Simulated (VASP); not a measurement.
# Rb (Fm-3m) in VASP: a series of runs, part 2 of 2

VASP 6.6.1. The steps go on from the part before.

## Step 4: Single point, PBEsol (volume scaled by 1.08)

The input, INCAR:

```
SYSTEM = Rb
  PREC = Accurate
  ENCUT = 520
  EDIFF = 1E-6
  ISMEAR = -1
  SIGMA = 0.1
  LREAL = .False.
  LASPH = .True.
  NELM = 60
  ALGO = Normal
  ISIF = 2
  LWAVE = .False.
  LCHARG = .False.
  GGA = PS
  NBANDS = 10
```

The input, KPOINTS:

```
Automatic mesh
0
Gamma
  9 9 9
  0 0 0
```

The input, POSCAR:

```
Rb
1.0
    0.0000000000      3.6097553231      3.6097553231
    3.6097553231      0.0000000000      3.6097553231
    3.6097553231      3.6097553231      0.0000000000
Rb
1
Direct
    0.0000000000      0.0000000000      0.0000000000
```

Potentials or basis: VASP PAW PBE potentials, release 64 (Rb_sv).

Command:

```bash
$ cat potpaw_PBE.64/Rb_sv/POTCAR > POTCAR
$ mpirun -np 1 vasp_std > vasp.out
```

OUTCAR:

```text
SYSTEM = Rb
   PREC = Accurate
   ENCUT = 520
   EDIFF = 1E-6
   ISMEAR = -1
   LREAL = .False.
   LASPH = .True.
   NELM = 60
   ISIF = 2
   GGA = PS

 ion  position               nearest neighbor table
   1  0.000  0.000  0.000-

  LATTYP: Found a face centered cubic cell.
 ALAT       =     7.2195106462

  Lattice vectors:

 A1 = (   0.0000000000,   3.6097553231,   3.6097553231)
 A2 = (   3.6097553231,   0.0000000000,   3.6097553231)
 A3 = (   3.6097553231,   3.6097553231,   0.0000000000)

Analysis of symmetry for initial positions (statically):
=====================================================================
 Subroutine PRICEL returns:
 Original cell was already a primitive cell.

 Routine SETGRP: Setting up the symmetry group for a
 face centered cubic supercell.

 Subroutine GETGRP returns: Found 48 space group operations
 (whereof 48 operations were pure point group operations)
 out of a pool of 48 trial point group operations.

The static configuration has the point symmetry O_h .

Analysis of symmetry for dynamics (positions and initial velocities):
=====================================================================
 Subroutine PRICEL returns:
 Original cell was already a primitive cell.

 Routine SETGRP: Setting up the symmetry group for a
 face centered cubic supercell.

 Subroutine GETGRP returns: Found 48 space group operations
 (whereof 48 operations were pure point group operations)
 out of a pool of 48 trial point group operations.

The dynamic configuration has the point symmetry O_h .

 Subroutine INISYM returns: Found 48 space group operations
 (whereof 48 operations are pure point group operations),
 and found     1 'primitive' translations

----------------------------------------------------------------------------------------

                                     Primitive cell

  volume of cell :      94.0726

  direct lattice vectors                    reciprocal lattice vectors
     0.000000000  3.609755323  3.609755323    -0.138513543  0.138513543  0.138513543
     3.609755323  0.000000000  3.609755323     0.138513543 -0.138513543  0.138513543
     3.609755323  3.609755323  0.000000000     0.138513543  0.138513543 -0.138513543

  length of vectors
     5.104964935  5.104964935  5.104964935     0.239912494  0.239912494  0.239912494

  position of ions in fractional coordinates (direct lattice)
     0.000000000  0.000000000  0.000000000

  ion indices of the primitive-cell ions
   primitive index   ion index
                 1           1

----------------------------------------------------------------------------------------

 KPOINTS: Automatic mesh

Automatic generation of k-mesh.
 Grid dimensions read from file:
 generate k-points for:    9    9    9

 Generating k-lattice:

  Cartesian coordinates                     Fractional coordinates (reciprocal lattice)
    -0.015390394  0.015390394  0.015390394     0.111111111  0.000000000  0.000000000
     0.015390394 -0.015390394  0.015390394     0.000000000  0.111111111  0.000000000
     0.015390394  0.015390394 -0.015390394     0.000000000  0.000000000  0.111111111

  Length of vectors
     0.026656944  0.026656944  0.026656944

  Shift w.r.t. Gamma in fractional coordinates (k-lattice)
     0.000000000  0.000000000  0.000000000

 Subroutine IBZKPT returns following result:
 ===========================================

 Found     35 irreducible k-points:

 Following reciprocal coordinates:
            Coordinates               Weight
  0.000000  0.000000  0.000000      1.000000
  0.111111  0.000000  0.000000      8.000000
  0.222222  0.000000  0.000000      8.000000
  0.333333  0.000000  0.000000      8.000000
  0.444444  0.000000  0.000000      8.000000
  0.111111  0.111111  0.000000      6.000000
[... 16 lines left out ...]
 -0.333333  0.333333  0.000000     12.000000
  0.444444  0.444444  0.000000      6.000000
 [... further k-points ...]
   k-points           NKPTS =     35   k-points in BZ     NKDIM =     35   number of bands    NBANDS=     10
   number of dos      NEDOS =    301   number of ions     NIONS =      1
   total plane-waves  NPLWV =  64000
   dimension x,y,z NGX =    40 NGY =   40 NGZ =   40
   dimension x,y,z NGXF=    80 NGYF=   80 NGZF=   80
   ions per type =               1
   NGX,Y,Z   is equivalent  to a cutoff of  13.03, 13.03, 13.03 a.u.
   NGXF,Y,Z  is equivalent  to a cutoff of  26.05, 26.05, 26.05 a.u.
 SYSTEM =  Rb
   PREC   = accura    normal or accurate (medium, high low for compatibility)
   ISTART =      0    job   : 0-new  1-cont  2-samecut
   ICHARG =      2    charge: 1-file 2-atom 10-const
   ISPIN  =      1    spin polarized calculation?
   LNONCOLLINEAR =      F non collinear calculations
   LSORBIT =      F    spin-orbit coupling
   LASPH  =      T    aspherical Exc in radial PAW
   ENCUT  =  520.0 eV  38.22 Ry    6.18 a.u.   9.49  9.49  9.49*2*pi/ulx,y,z
   NELM   =     60;   NELMIN=  2; NELMDL= -5     # of ELM steps
   EDIFF  = 0.1E-05   stopping-criterion for ELM
   LREAL  =      F    real-space projection
   EDIFFG = 0.1E-04   stopping-criterion for IOM
   NSW    =      0    number of steps for IOM
   IBRION =     -1    ionic relax: 0-MD 1-quasi-New 2-CG
   NFREE  =      0    steps in history (QN), initial steepest desc. (CG)
   ISIF   =      2    stress and relaxation
   ISYM   =      2    0-nonsym 1-usesym 2-fastsym
   POTIM  = 0.5000    time-step for ionic-motion
   TEBEG  =    0.0;   TEEND  =   0.0 temperature during run
   PSTRESS=    0.0 pullay stress
   NELECT =       9.0000    total number of electrons
   NUPDOWN=      -1.0000    fix difference up-down
   EMIN   =  10.00;   EMAX   =-10.00  energy-range for DOS
   EFERMI =   0.00;   METHOD = LEGACY
   ISMEAR =    -1;   SIGMA  =   0.10  broadening in eV -4-tet -1-fermi 0-gaus
   EFERMI_NEDOS =   21; number of points for ismear=-14 and -15
   IALGO  =     38    algorithm
   IMIX   =      4    mixing-type and parameters
     AMIX     =   0.40;   BMIX     =  1.00
     AMIX_MAG =   1.60;   BMIX_MAG =  1.00
  volume/ion in A,a.u.               =      94.07       634.83
  Fermi-wavevector in a.u.,A,eV,Ry     =   0.748746  1.414925  7.627708  0.560621
  Thomas-Fermi vector in A             =   1.845105
   LORBIT       =      0    0 simple, 1 ext, 2 COOP (PROOUT), +10 PAW based schemes
   GGA     = PS    functional components
   LHFCALC =     F    Hartree Fock is set to
   AEXX    =    0.0000 exact exchange contribution
   IVDW    =     0    specifies the selected vdW correction
   LEPSILON=     F    determine dielectric tensor
   LRPA    =     F    only Hartree local field effects (RPA)
 non-spin polarized calculation
  energy-cutoff  :      520.00
  volume of cell :       94.07
 maximum number of plane-waves:      2637
 NGX is ok and might be reduce to    40
   NGX = 19   NGY = 19   NGZ = 19

 number of electron       9.0000000 magnetization

 Free energy of the ion-electron system (eV)
  ---------------------------------------------------
  ext. energy  EPLUGINS =         0.00000000
  ---------------------------------------------------
  free energy    TOTEN  =        -1.03547148 eV

  energy without entropy =       -1.00567975  energy(sigma->0) =       -1.02057561

 E-fermi :  -0.1132     XC(G=0):  -5.4383

 val. band max:       -0.2206166069   @ k =   0.4444   0.0000   0.0000
 cond. band min:      -0.0715383992   @ k =   0.4444   0.3333   0.0000
 fundamental gap:      0.1490782077
 Fermi energy:        -0.1132241419

 k-point     1 :       0.0000    0.0000    0.0000
  band No.  band energies     occupation
      1     -28.9955      2.00000
      2     -13.0465      2.00000
      3     -13.0465      2.00000
      4     -13.0465      2.00000
      5      -2.0553      2.00000
      6       3.4442      0.00000
      7       3.4442      0.00000
      8       3.4442      0.00000
      9       4.7552      0.00000
     10       4.7552      0.00000
[... 287 lines left out ...]
 k-point    24 :       0.4444    0.4444    0.0000
  band No.  band energies     occupation
      1     -28.9914      2.00000
      2     -13.1237      2.00000
      3     -13.0765      2.00000
      4     -13.0765      2.00000
      5       0.2817      0.03780
      6       1.4532      0.00000
      7       1.7411      0.00000
      8       4.1867      0.00000
      9       4.1867      0.00000
     10       4.7610      0.00000

 [... further k-points ...]

------------------------ aborting loop because EDIFF is reached ----------------------------------------

  FORCE on cell =-STRESS in cart. coord.  units (eV):
  Direction    XX          YY          ZZ          XY          YZ          ZX
  --------------------------------------------------------------------------------------
  -------------------------------------------------------------------------------------
  Total       -0.1178159     -0.1178159     -0.1178159      0.0000000      0.0000000     -0.0000000
  in kB       -2.0065563     -2.0065563     -2.0065563      0.0000000      0.0000000     -0.0000000
  external PRESSURE =      -2.0065563 kB  Pullay stress =       0.0000000 kB

 VOLUME and BASIS-vectors are now :
 -----------------------------------------------------------------------------
  energy-cutoff  :      520.00
  volume of cell :       94.07
      direct lattice vectors                 reciprocal lattice vectors
     0.000000000  3.609755323  3.609755323    -0.138513543  0.138513543  0.138513543
     3.609755323  0.000000000  3.609755323     0.138513543 -0.138513543  0.138513543
     3.609755323  3.609755323  0.000000000     0.138513543  0.138513543 -0.138513543

 POSITION                                       TOTAL-FORCE (eV/Angst)
 -----------------------------------------------------------------------------------
      0.00000      0.00000      0.00000         0.000000     -0.000000      0.000000
 -----------------------------------------------------------------------------------
    total drift:                               -0.000000     -0.000000     -0.000000

  FREE ENERGIE OF THE ION-ELECTRON SYSTEM (eV)
  ---------------------------------------------------
  free  energy   TOTEN  =        -1.0354714762 eV

  energy  without entropy=       -1.0056797537  energy(sigma->0) =       -1.02057561
```

OSZICAR:

```text
N       E                     dE             d eps       ncg     rms          rms(c)
DAV:   1     0.413497372405E+02    0.41350E+02   -0.33659E+03   700   0.650E+02
DAV:   2     0.180400025194E+01   -0.39546E+02   -0.38684E+02   772   0.124E+02
DAV:   3    -0.891712938002E+00   -0.26957E+01   -0.26827E+01   926   0.327E+01
DAV:   4    -0.103235607232E+01   -0.14064E+00   -0.13999E+00   986   0.615E+00
DAV:   5    -0.103513014377E+01   -0.27741E-02   -0.27738E-02   924   0.795E-01    0.104E+00
DAV:   6    -0.103501505958E+01    0.11508E-03   -0.21850E-03   982   0.273E-01    0.626E-01
DAV:   7    -0.103538618387E+01   -0.37112E-03   -0.33466E-03   948   0.335E-01    0.483E-02
DAV:   8    -0.103546384570E+01   -0.77662E-04   -0.12379E-04   844   0.940E-02    0.163E-02
DAV:   9    -0.103547184052E+01   -0.79948E-05   -0.11184E-05   986   0.251E-02    0.630E-03
DAV:  10    -0.103547147618E+01    0.36434E-06   -0.31226E-06   828   0.987E-03
   1 F= -.10354715E+01 E0= -.10205756E+01  d E =-.297917E-01
```

stdout:

```text
POSCAR found type information on POSCAR Rb
 POSCAR found :  1 types and       1 ions
 scaLAPACK will be used
 -----------------------------------------------------------------------------
|                                                                             |
|                                                                             |
|     You enforced a specific xc type in the INCAR file but a different       |
|     I HOPE YOU KNOW WHAT YOU ARE DOING!                                     |
|                                                                             |
 -----------------------------------------------------------------------------

 LDA part: xc-table for (Slater+PW92), standard interpolation
 POSCAR, INCAR and KPOINTS ok, starting setup
 FFT: planning ... GRIDC
 FFT: planning ... GRID_SOFT
 FFT: planning ... GRID
 WAVECAR not read
 entering main loop
```

It used 23 s of CPU time on 1 thread of AMD EPYC 7R13 Processor (Zen 3), with other jobs on the host.

Results:

```yaml
Free_energy: -1.0355 eV
Pressure: -0.2 GPa
```

Caveat: the PAW data sets were made with another functional, which shifts forces and pressure a little.

## Step 5: Single point, PBEsol (volume scaled by 1.12)

The input, INCAR:

```
SYSTEM = Rb
  ALGO = Normal
  EDIFF = 1E-6
  ENCUT = 520
  GGA = PS
  ISIF = 2
  ISMEAR = -1
  LASPH = .True.
  LCHARG = .False.
  LREAL = .False.
  LWAVE = .False.
  NBANDS = 10
  NELM = 80
  PREC = Accurate
  SIGMA = 0.1
```

The input, KPOINTS:

```
k-points
0
Gamma
  9 9 9
  0 0 0
```

The input, POSCAR:

```
Rb
1.0
    0.0000000000      3.6537810684      3.6537810684
    3.6537810684      0.0000000000      3.6537810684
    3.6537810684      3.6537810684      0.0000000000
Rb
1
Direct
    0.0000000000      0.0000000000      0.0000000000
```

Potentials or basis: VASP PAW PBE potentials, release 64 (Rb_sv).

Command:

```bash
$ cat potpaw_PBE.64/Rb_sv/POTCAR > POTCAR
$ mpirun -np 1 vasp_std > vasp.out
```

OUTCAR:

```text
SYSTEM = Rb
   EDIFF = 1E-6
   ENCUT = 520
   GGA = PS
   ISIF = 2
   ISMEAR = -1
   LASPH = .True.
   LREAL = .False.
   NELM = 80
   PREC = Accurate

 ion  position               nearest neighbor table
   1  0.000  0.000  0.000-

  LATTYP: Found a face centered cubic cell.
 ALAT       =     7.3075621368

  Lattice vectors:

 A1 = (   0.0000000000,   3.6537810684,   3.6537810684)
 A2 = (   3.6537810684,   0.0000000000,   3.6537810684)
 A3 = (   3.6537810684,   3.6537810684,   0.0000000000)

Analysis of symmetry for initial positions (statically):
=====================================================================
 Subroutine PRICEL returns:
 Original cell was already a primitive cell.

 Routine SETGRP: Setting up the symmetry group for a
 face centered cubic supercell.

 Subroutine GETGRP returns: Found 48 space group operations
 (whereof 48 operations were pure point group operations)
 out of a pool of 48 trial point group operations.

The static configuration has the point symmetry O_h .

Analysis of symmetry for dynamics (positions and initial velocities):
[... 160 lines left out ...]
 fundamental gap:      0.1460753558
 Fermi energy:        -0.1882237765

 k-point     1 :       0.0000    0.0000    0.0000
  band No.  band energies     occupation
      1     -29.0925      2.00000
      2     -13.1461      2.00000
      3     -13.1461      2.00000
      4     -13.1461      2.00000
      5      -2.0817      2.00000
      6       3.3376      0.00000
      7       3.3376      0.00000
      8       3.3376      0.00000
      9       4.6146      0.00000
     10       4.6146      0.00000
[... 287 lines left out ...]
 k-point    24 :       0.4444    0.4444    0.0000
  band No.  band energies     occupation
      1     -29.0891      2.00000
      2     -13.2139      2.00000
      3     -13.1726      2.00000
      4     -13.1726      2.00000
      5       0.2119      0.03594
      6       1.3494      0.00000
      7       1.6751      0.00000
      8       4.0066      0.00000
      9       4.0066      0.00000
     10       4.5190      0.00000

 [... further k-points ...]

------------------------ aborting loop because EDIFF is reached ----------------------------------------

  FORCE on cell =-STRESS in cart. coord.  units (eV):
  Direction    XX          YY          ZZ          XY          YZ          ZX
  --------------------------------------------------------------------------------------
  -------------------------------------------------------------------------------------
  Total       -0.1653366     -0.1653366     -0.1653366     -0.0000000      0.0000000     -0.0000000
  in kB       -2.7153258     -2.7153258     -2.7153258     -0.0000000      0.0000000     -0.0000000
  external PRESSURE =      -2.7153258 kB  Pullay stress =       0.0000000 kB

 VOLUME and BASIS-vectors are now :
 -----------------------------------------------------------------------------
  energy-cutoff  :      520.00
  volume of cell :       97.56
      direct lattice vectors                 reciprocal lattice vectors
     0.000000000  3.653781068  3.653781068    -0.136844543  0.136844543  0.136844543
     3.653781068  0.000000000  3.653781068     0.136844543 -0.136844543  0.136844543
     3.653781068  3.653781068  0.000000000     0.136844543  0.136844543 -0.136844543

 POSITION                                       TOTAL-FORCE (eV/Angst)
 -----------------------------------------------------------------------------------
      0.00000      0.00000      0.00000        -0.000000      0.000000      0.000000
 -----------------------------------------------------------------------------------
    total drift:                               -0.000000     -0.000000     -0.000000

  FREE ENERGIE OF THE ION-ELECTRON SYSTEM (eV)
  ---------------------------------------------------
  free  energy   TOTEN  =        -1.0303046017 eV

  energy  without entropy=       -1.0000340886  energy(sigma->0) =       -1.01516935
```

It used 22 s of CPU time on 1 thread of AMD EPYC 7R13 Processor (Zen 3), with other jobs on the host.

What came out:

| Item | Value |
| --- | --- |
| Free energy | -1.0303 eV |
| Pressure | -0.3 GPa |

Caveat: the PAW data sets were made with another functional, which shifts forces and pressure a little.

## Step 6: Single point, PBEsol

The input, INCAR:

```
  PREC = Accurate
  ENCUT = 520
  EDIFF = 1E-6
  ISMEAR = -1
  SIGMA = 0.1
  LREAL = F
  LASPH = T
  NELM = 100
  ALGO = Normal
  ISIF = 2
  LWAVE = F
  LCHARG = F
  GGA = PS
  NBANDS = 10
```

The input, KPOINTS:

```
Automatic mesh
0
Gamma
  13 13 13
```

The input, POSCAR:

```
Rb
1.0
    0.0000000000      3.5183295318      3.5183295318
    3.5183295318      0.0000000000      3.5183295318
    3.5183295318      3.5183295318      0.0000000000
Rb
1
Direct
    0.0000000000      0.0000000000      0.0000000000
```

Potentials or basis: VASP PAW PBE potentials, release 64 (Rb_sv).

Command:

```bash
$ cat potpaw_PBE.64/Rb_sv/POTCAR > POTCAR
$ mpirun -np 1 vasp_std > vasp.out
```

It used 51 s of CPU time on 1 thread of AMD EPYC 7R13 Processor (Zen 3), on a shared host.

It converged, with:

```yaml
Free_energy: -1.0398 eV
Pressure: 0.0 GPa
```

Levels at points of the mesh, in eV from the Fermi level:
| k point | band 2 | band 3 | band 4 | band 5 | band 6 | band 7 | band 8 | band 9 |
| --- | --- | --- | --- | --- | --- | --- | --- | --- |
| (0.00, 0.00, 0.00) | -12.87 | -12.87 | -12.87 | -2.03 | 3.64 | 3.64 | 3.64 | 5.02 |

Caveat: the PAW data sets were made with another functional, which shifts forces and pressure a little.

## Step 7: Summary

```csv
cell,k mesh,gap on the mesh (eV),pressure (GPa)
"a = 4.976 Å, angles 60.0°, 1 atom",9 × 9 × 9,none,0.0
"a = 5.041 Å, angles 60.0°, 1 atom",9 × 9 × 9,none,-0.1
"a = 5.105 Å, angles 60.0°, 1 atom",9 × 9 × 9,none,-0.2
"a = 5.167 Å, angles 60.0°, 1 atom",9 × 9 × 9,none,-0.3
"a = 4.976 Å, angles 60.0°, 1 atom",13 × 13 × 13,none,0.0
```

Alike in all rows: task single point; level PBEsol; potentials or basis VASP PAW PBE potentials, release 64 (Rb_sv); no spin polarisation; cutoff (eV) 520; smearing fermi-dirac 0.1 eV.

Caveats: the PAW data sets were made with another functional, which shifts forces and pressure a little.

Total energies depend on the potentials used, so only differences within one code and one set of settings carry meaning.
